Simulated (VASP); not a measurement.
# Ga8As7C (a cell with a defect) in VASP: single point with LDA

Aim: the single point of Ga8As7C (a cell with a defect) with LDA.

All numbers are computed with VASP 6.6.1; they aren't measurements. Logs are shortened: lines on timing, memory, paths and dates and some standing lists are left out, and cuts for length are marked.

### 1 The cell of the first run

The cell holds a defect, 16 atoms: a = 7.924 Å, b = 7.924 Å, c = 7.924 Å, α = 60.00°, β = 60.00°, γ = 60.00°.

### 2 Single point, LDA

INCAR reads:

```
ALGO = Normal ; EDIFF = 1E-6
ENCUT = 520 ; GGA = CA
ISIF = 2 ; ISMEAR = 0
LASPH = True ; LCHARG = True
LELF = True ; LREAL = Auto
LVHAR = True ; LWAVE = False
NBANDS = 86 ; NELECT = 144.0
NELM = 80 ; PREC = Accurate
SIGMA = 0.02
```

KPOINTS reads:

```
k-points
0
Gamma
  3 3 3
```

POSCAR reads:

```
Ga8As7C
1.0
    0.0000000000      5.6033815718     -5.6033815718
    5.6033815718      5.6033815718      0.0000000000
    5.6033815718      0.0000000000     -5.6033815718
Ga C As
8 1 7
Direct
    0.4997649762      0.0039793765      0.4981470927
    0.4994691761      0.4959053465      0.4981403408
    0.0188633223      0.0153103068      0.4487357242
    0.0075897567      0.4960464363      0.4983433872
    0.4498917528      0.0154027996      0.0175613114
    0.4996668313      0.4962192835      0.0060799229
    0.0189215900      0.0153523641      0.0175610746
    0.0188450975      0.4464894605      0.0176337010
    0.1265863941      0.1231620642      0.1254227229
    0.1235401077      0.6262742622      0.1223383080
    0.6296397165      0.1202765645      0.1221222546
    0.6295813508      0.6262706806      0.1222062117
    0.1236644318      0.1201144778      0.6283155017
    0.1234749779      0.6262140559      0.6283730440
    0.6295629055      0.1200414757      0.6283800617
    0.6265287182      0.6231181755      0.6251774288
```

Potentials or basis: VASP PAW LDA potentials, release 64 (Ga_d, C, As).

Command:

```bash
$ cat potpaw_LDA.64/Ga_d/POTCAR potpaw_LDA.64/C/POTCAR potpaw_LDA.64/As/POTCAR > POTCAR
$ mpirun -np 1 vasp_std > vasp.out
```

OUTCAR:

```text
EDIFF = 1E-6
   ENCUT = 520
   GGA = CA
   ISIF = 2
   ISMEAR = 0
   LASPH = True
   LREAL = Auto
   NELECT = 144.0
   NELM = 80
   PREC = Accurate

 ion  position               nearest neighbor table
   1  0.500  0.004  0.498-  11 2.43  15 2.43  13 2.43  16 2.46
   2  0.499  0.496  0.498-  15 2.43  12 2.43  14 2.43  16 2.47
   3  0.019  0.015  0.449-   9 2.09  14 2.54  13 2.54  15 2.54
   4  0.008  0.496  0.498-  13 2.43  10 2.43  14 2.43  16 2.47
   5  0.450  0.015  0.018-   9 2.09  12 2.54  15 2.54  11 2.54
   6  0.500  0.496  0.006-  11 2.43  12 2.43  10 2.43  16 2.46
[... 8 lines left out ...]
  15  0.630  0.120  0.628-   2 2.43   1 2.43   5 2.54   3 2.54
  16  0.627  0.623  0.625-   1 2.46   6 2.46   4 2.47   2 2.47

  LATTYP: Found a face centered cubic cell.
 ALAT       =    11.2067631436

  Lattice vectors:

 A1 = (   0.0000000000,   5.6033815718,  -5.6033815718)
 A2 = (   5.6033815718,   5.6033815718,   0.0000000000)
 A3 = (   5.6033815718,   0.0000000000,  -5.6033815718)

Analysis of symmetry for initial positions (statically):
=====================================================================
 Subroutine PRICEL returns:
 Original cell was already a primitive cell.

 Routine SETGRP: Setting up the symmetry group for a
 face centered cubic supercell.

 Subroutine GETGRP returns: Found  1 space group operations
 (whereof  1 operations were pure point group operations)
 out of a pool of 48 trial point group operations.

The static configuration has the point symmetry C_1 .

Analysis of symmetry for dynamics (positions and initial velocities):
=====================================================================
 Subroutine PRICEL returns:
 Original cell was already a primitive cell.

 Routine SETGRP: Setting up the symmetry group for a
 face centered cubic supercell.

 Subroutine GETGRP returns: Found  1 space group operations
 (whereof  1 operations were pure point group operations)
 out of a pool of 48 trial point group operations.

The dynamic configuration has the point symmetry C_1 .

 Subroutine INISYM returns: Found  1 space group operations
 (whereof  1 operations are pure point group operations),
 and found     1 'primitive' translations

----------------------------------------------------------------------------------------

                                     Primitive cell

  volume of cell :     351.8687

  direct lattice vectors                    reciprocal lattice vectors
     0.000000000  5.603381572 -5.603381572    -0.089231831  0.089231831 -0.089231831
     5.603381572  5.603381572  0.000000000     0.089231831  0.089231831  0.089231831
     5.603381572  0.000000000 -5.603381572     0.089231831 -0.089231831 -0.089231831

  length of vectors
     7.924378214  7.924378214  7.924378214     0.154554066  0.154554066  0.154554066

  position of ions in fractional coordinates (direct lattice)
     0.499764976  0.003979376  0.498147093
     0.499469176  0.495905347  0.498140341
     0.018863322  0.015310307  0.448735724
     0.007589757  0.496046436  0.498343387
     0.449891753  0.015402800  0.017561311
     0.499666831  0.496219283  0.006079923
[... 8 lines left out ...]
     0.629562906  0.120041476  0.628380062
     0.626528718  0.623118175  0.625177429

  ion indices of the primitive-cell ions
   primitive index   ion index
                 1           1
                 2           2
                 3           3
                 4           4
                 5           5
                 6           6
[... 8 lines left out ...]
                15          15
                16          16

----------------------------------------------------------------------------------------

 KPOINTS: k-points

Automatic generation of k-mesh.
 Grid dimensions read from file:
 generate k-points for:    3    3    3

 Generating k-lattice:

  Cartesian coordinates                     Fractional coordinates (reciprocal lattice)
    -0.029743944  0.029743944 -0.029743944     0.333333333  0.000000000  0.000000000
     0.029743944  0.029743944  0.029743944     0.000000000  0.333333333  0.000000000
     0.029743944 -0.029743944 -0.029743944     0.000000000  0.000000000  0.333333333

  Length of vectors
     0.051518022  0.051518022  0.051518022

  Shift w.r.t. Gamma in fractional coordinates (k-lattice)
     0.000000000  0.000000000  0.000000000

 Subroutine IBZKPT returns following result:
 ===========================================

 Found     14 irreducible k-points:

 Following reciprocal coordinates:
            Coordinates               Weight
  0.000000  0.000000  0.000000      1.000000
  0.333333  0.000000  0.000000      2.000000
  0.000000  0.333333  0.000000      2.000000
  0.000000  0.000000  0.333333      2.000000
  0.333333  0.333333  0.333333      2.000000
  0.333333  0.333333  0.000000      2.000000
  0.000000  0.333333  0.333333      2.000000
  0.333333  0.000000  0.333333      2.000000
 -0.333333  0.333333  0.000000      2.000000
  0.000000 -0.333333  0.333333      2.000000
  0.333333  0.000000 -0.333333      2.000000
  0.333333  0.333333 -0.333333      2.000000
 -0.333333  0.333333 -0.333333      2.000000
  0.333333 -0.333333 -0.333333      2.000000
   k-points           NKPTS =     14   k-points in BZ     NKDIM =     14   number of bands    NBANDS=     86
   number of dos      NEDOS =    301   number of ions     NIONS =     16
   total plane-waves  NPLWV = 216000
   dimension x,y,z NGX =    60 NGY =   60 NGZ =   60
   dimension x,y,z NGXF=   120 NGYF=  120 NGZF=  120
   ions per type =               8   1   7
   NGX,Y,Z   is equivalent  to a cutoff of  12.59, 12.59, 12.59 a.u.
   NGXF,Y,Z  is equivalent  to a cutoff of  25.17, 25.17, 25.17 a.u.
 SYSTEM =  unknown system
   PREC   = accura    normal or accurate (medium, high low for compatibility)
   ISTART =      0    job   : 0-new  1-cont  2-samecut
   ICHARG =      2    charge: 1-file 2-atom 10-const
   ISPIN  =      1    spin polarized calculation?
   LNONCOLLINEAR =      F non collinear calculations
   LSORBIT =      F    spin-orbit coupling
   LASPH  =      T    aspherical Exc in radial PAW
   ENCUT  =  520.0 eV  38.22 Ry    6.18 a.u.  14.73 14.73 14.73*2*pi/ulx,y,z
   NELM   =     80;   NELMIN=  2; NELMDL= -5     # of ELM steps
   EDIFF  = 0.1E-05   stopping-criterion for ELM
   LREAL  =      T    real-space projection
   EDIFFG = 0.1E-04   stopping-criterion for IOM
   NSW    =      0    number of steps for IOM
   IBRION =     -1    ionic relax: 0-MD 1-quasi-New 2-CG
   NFREE  =      0    steps in history (QN), initial steepest desc. (CG)
   ISIF   =      2    stress and relaxation
   ISYM   =      2    0-nonsym 1-usesym 2-fastsym
   POTIM  = 0.5000    time-step for ionic-motion
   TEBEG  =    0.0;   TEEND  =   0.0 temperature during run
   PSTRESS=    0.0 pullay stress
   NELECT =     144.0000    total number of electrons
   NUPDOWN=      -1.0000    fix difference up-down
   EMIN   =  10.00;   EMAX   =-10.00  energy-range for DOS
   EFERMI =   0.00;   METHOD = LEGACY
   ISMEAR =     0;   SIGMA  =   0.02  broadening in eV -4-tet -1-fermi 0-gaus
   EFERMI_NEDOS =   21; number of points for ismear=-14 and -15
   IALGO  =     38    algorithm
   IMIX   =      4    mixing-type and parameters
     AMIX     =   0.40;   BMIX     =  1.00
     AMIX_MAG =   1.60;   BMIX_MAG =  1.00
  volume/ion in A,a.u.               =      21.99       148.41
  Fermi-wavevector in a.u.,A,eV,Ry     =   1.215445  2.296859 20.099990  1.477308
  Thomas-Fermi vector in A             =   2.350832
   LORBIT       =      0    0 simple, 1 ext, 2 COOP (PROOUT), +10 PAW based schemes
   GGA     = CA    functional components
   LHFCALC =     F    Hartree Fock is set to
   AEXX    =    0.0000 exact exchange contribution
   IVDW    =     0    specifies the selected vdW correction
   LEPSILON=     F    determine dielectric tensor
   LRPA    =     F    only Hartree local field effects (RPA)
 non-spin polarized calculation
 Gauss-broadening in eV      SIGMA  =   0.02
  energy-cutoff  :      520.00
  volume of cell :      351.87
 maximum number of plane-waves:      9491
   NGX = 29   NGY = 29   NGZ = 29

 number of electron     144.0000018 magnetization

 Free energy of the ion-electron system (eV)
  ---------------------------------------------------
  ext. energy  EPLUGINS =         0.00000000
  ---------------------------------------------------
  free energy    TOTEN  =       -74.97801542 eV

  energy without entropy =      -74.97688000  energy(sigma->0) =      -74.97744771

 E-fermi :   3.8277     XC(G=0):  -9.9767

 val. band max:        3.8233937771   @ k =   0.0000   0.0000   0.0000
 cond. band min:       4.6070389913   @ k =   0.3333   0.0000   0.0000
 fundamental gap:      0.7836452142
 Fermi energy:         3.8276722645

 k-point     1 :       0.0000    0.0000    0.0000
  band No.  band energies     occupation
      1     -11.4031      2.00000
      2     -11.3272      2.00000
      3     -11.3272      2.00000
      4     -11.3056      2.00000
      5     -11.3056      2.00000
      6     -11.3055      2.00000
[... 76 lines left out ...]
     83       5.5646      0.00000
     84       7.6733      0.00000

 k-point     2 :       0.3333    0.0000    0.0000
  band No.  band energies     occupation
      1     -11.4009      2.00000
      2     -11.3183      2.00000
      3     -11.3182      2.00000
      4     -11.3021      2.00000
      5     -11.2991      2.00000
      6     -11.2991      2.00000
[... 1033 lines left out ...]
     83       7.5338      0.00000
     84       7.7202      0.00000

 k-point    14 :       0.3333   -0.3333   -0.3333
  band No.  band energies     occupation
      1     -11.3995      2.00000
      2     -11.3122      2.00000
      3     -11.3067      2.00000
      4     -11.3041      2.00000
      5     -11.2949      2.00000
      6     -11.2900      2.00000
[... 76 lines left out ...]
     83       7.5341      0.00000
     84       7.7202      0.00000
 [bands above 84 left out]

------------------------ aborting loop because EDIFF is reached ----------------------------------------

  FORCE on cell =-STRESS in cart. coord.  units (eV):
  Direction    XX          YY          ZZ          XY          YZ          ZX
  --------------------------------------------------------------------------------------
  -------------------------------------------------------------------------------------
  Total       -1.4602266     -1.4602032     -1.4564298      0.0069449      0.0383087      0.0188986
  in kB       -6.6489070     -6.6488003     -6.6316187      0.0316225      0.1744325      0.0860516
  external PRESSURE =      -6.6431087 kB  Pullay stress =       0.0000000 kB

 VOLUME and BASIS-vectors are now :
 -----------------------------------------------------------------------------
  energy-cutoff  :      520.00
  volume of cell :      351.87
      direct lattice vectors                 reciprocal lattice vectors
     0.000000000  5.603381572 -5.603381572    -0.089231831  0.089231831 -0.089231831
     5.603381572  5.603381572  0.000000000     0.089231831  0.089231831  0.089231831
     5.603381572  0.000000000 -5.603381572     0.089231831 -0.089231831 -0.089231831

 POSITION                                       TOTAL-FORCE (eV/Angst)
 -----------------------------------------------------------------------------------
      2.81361      2.82267     -5.59168         0.002000     -0.001844     -0.000248
      5.57002      5.57746     -5.58999         0.010008      0.008399     -0.007046
      2.60023      0.19149     -2.62014         0.021712     -0.021346     -0.020101
      5.57195      2.82207     -2.83494         0.002992      0.000054      0.001466
      0.18471      2.60722     -2.61932        -0.023070      0.023109     -0.022117
      2.81457      5.58033     -2.83389         0.003226     -0.001080      0.000878
[... 8 lines left out ...]
      4.19369      4.20032     -7.04873        -0.006906     -0.001553     -0.012655
      6.99468      7.00225     -7.01379        -0.004536     -0.002318      0.005827
 -----------------------------------------------------------------------------------
    total drift:                                0.019935      0.004764      0.016884

  FREE ENERGIE OF THE ION-ELECTRON SYSTEM (eV)
  ---------------------------------------------------
  free  energy   TOTEN  =       -74.9780154227 eV

  energy  without entropy=      -74.9768800016  energy(sigma->0) =      -74.97744771
```

Run time: 8 min. Hardware: 1 thread of Intel Xeon 6975P-C (Granite Rapids), shared host; peak memory 0.52 GiB.

Results:

```yaml
Free_energy: -74.9780 eV
Largest_force: 0.039 eV/Å
```

Forces on the atoms (eV/Å):
```
Ga   0.002 -0.002  0.000
Ga   0.010  0.008 -0.007
Ga   0.022 -0.021 -0.020
Ga   0.003  0.000  0.001
Ga  -0.023  0.023 -0.022
Ga   0.003 -0.001  0.001
Ga  -0.022 -0.021  0.024
Ga   0.020  0.022  0.023
C    0.001  0.002  0.004
As  -0.005  0.002  0.016
As  -0.013 -0.001 -0.007
As  -0.003  0.013 -0.001
As  -0.001 -0.015 -0.005
As   0.018 -0.004 -0.001
As  -0.007 -0.002 -0.013
As  -0.005 -0.002  0.006
```

Levels at points of the mesh, in eV from the Fermi level:
```tsv
k point	band 68	band 69	band 70	band 71	band 72	band 73	band 74	band 75	band 76	band 77
(0.00, 0.00, 0.00)	-0.82	-0.82	-0.18	-0.01	-0.01	0.00	0.82	0.91	0.92	0.92
```

Caveat: the cell carries a net charge on a neutralising background, which shifts energy and pressure; the cell is charged against a uniform background, so pressure and absolute levels hang on convention.
